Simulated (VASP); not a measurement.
Set up this calculation in VASP 6.6.1, as the native input.

* Task: single point
* Functional: PBE
* Potentials or basis: VASP PAW PBE potentials, release 64 (Be, Te)
* Cutoff: 520 eV
* k mesh: 7 × 7 × 7
* Occupations: gaussian, width 0.01 eV
* Spin: no spin polarisation
* Dipole correction: no
* Further INCAR settings: ALGO = Normal; EDIFF = 1e-06; NBANDS = 11

The structure of BeTe lies in POSCAR:

```
BeTe
1.0
   -0.0000000144      2.8320262444      2.8320262157
    2.8320261726      0.0000000287      2.8320261726
    2.8320262157      2.8320262444     -0.0000000144
Be Te
1 1
Direct
   -0.0000000026      0.0000000070     -0.0000000026
    0.2500000026      0.2499999930      0.2500000026
```

The input as run:

INCAR

```
  PREC = Accurate
  ENCUT = 520
  EDIFF = 1E-6
  ISMEAR = 0
  SIGMA = 0.01
  LREAL = False
  LASPH = True
  NELM = 60
  ALGO = Normal
  ISIF = 2
  LWAVE = False
  LCHARG = False
  GGA = PE
  NBANDS = 11
```

KPOINTS

```
Automatic mesh
0
Gamma
  7 7 7
```

Potentials or basis: VASP PAW PBE potentials, release 64 (Be, Te).

Run with:

```console
$ cat potpaw_PBE.64/Be/POTCAR potpaw_PBE.64/Te/POTCAR > POTCAR
$ mpirun -np 1 vasp_std > vasp.out
```

Results of the run:

| Item | Value |
| --- | --- |
| Pressure | 0.1 GPa |
| Band gap on the k mesh | 2.07 eV, indirect (least direct gap 3.62 eV) |

Caveat: spin-orbit coupling is left out, which moves the levels of the heavy elements.

Run time: 11 s on 1 thread of Intel Xeon 6455B, on a shared host, peak memory 0.17 GiB.
